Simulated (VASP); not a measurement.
Runs of VASP 6.6.1 on MgO2. The structure is that of space group R-3m (No. 166), or close to it. The cells are those of the table. 

```csv
cell,gap on the mesh (eV),pressure (GPa),largest force (eV/Å)
"a = 4.148 Å, angles 49.4°, 3 atoms",1.63,(a),0.43
"a = 3.710 Å, angles 51.3°, 3 atoms",3.10,14.8,3.20
"a = 3.639 Å, angles 47.9°, 3 atoms",3.88,47.7,1.45
"a = 3.888 Å, angles 44.6°, 3 atoms",(c),18.8,1.53
"a = 3.990 Å, angles 49.4°, 3 atoms",2.28,-10.7,0.23
"a = 4.271 Å, angles 47.9°, 3 atoms",1.05,(b),1.00
"a = 3.763 Å, angles 46.2°, 3 atoms",2.82,31.3,0.39
"a = 3.797 Å, angles 47.9°, 3 atoms",2.99,14.9,0.50
```

Alike in all rows: task single point; level PBEsol; potentials or basis VASP PAW PBE potentials, release 64 (Mg_sv, O); no spin polarisation; k mesh 12 × 12 × 12; cutoff (eV) 840; smearing gaussian 0.05 eV.

Q: Estimate the missing entries.

A: (a) -18.7; (b) -21.4; (c) 1.86.

Caveats: the PAW data sets were made with another functional, which shifts forces and pressure a little; the cell stands under tension (at least some runs); the stress differs along the axes, from -1 to 47 GPa (at least some runs); the stress differs along the axes, from 38 to 68 GPa (at least some runs); the stress differs along the axes, from -0 to 28 GPa (at least some runs); the stress differs along the axes, from -13 to -7 GPa (at least some runs); the stress differs along the axes, from -30 to -17 GPa (at least some runs).

A k mesh can miss the band edges.
